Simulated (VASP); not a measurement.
Na3Ag5Cl8, 64 atoms in the cell. The typed cell holds 64 atoms: a = 11.000 Å, b = 11.000 Å, c = 11.000 Å, α = 90.00°, β = 90.00°, γ = 90.00°. 

| Quantity | Value |
| --- | --- |
| Program | VASP 6.6.1 |
| Task | single point |
| Functional | PBEsol |
| Potentials or basis | VASP PAW PBE potentials, release 64 (Cl, Ag, Na_pv) |
| Cutoff | 500 eV |
| k mesh | 1 × 1 × 1, shifted |
| Occupations | fermi-dirac, width 0.05 eV |
| Spin | no spin polarisation |
| Dipole correction | no |
| Further INCAR settings | LREAL = Auto; ALGO = Normal; EDIFF = 1e-06; NBANDS = 302; ISYM = -1 |

Potentials or basis: VASP PAW PBE potentials, release 64 (Cl, Ag, Na_pv).

Run with:

```sh
$ cat potpaw_PBE.64/Cl/POTCAR potpaw_PBE.64/Ag/POTCAR potpaw_PBE.64/Na_pv/POTCAR > POTCAR
$ mpirun -np 1 vasp_std > vasp.out
```

Hardware: 1 thread of AMD EPYC 7R43 64-Core Processor (Zen 3), on a shared host.

Q: How long does it take, and how much memory?

A: Wall time 13 min on 1 thread of AMD EPYC 7R43 64-Core Processor (Zen 3) (shared host), peak memory 1.1 GiB. Counts: scf iterations 18, k points 1.
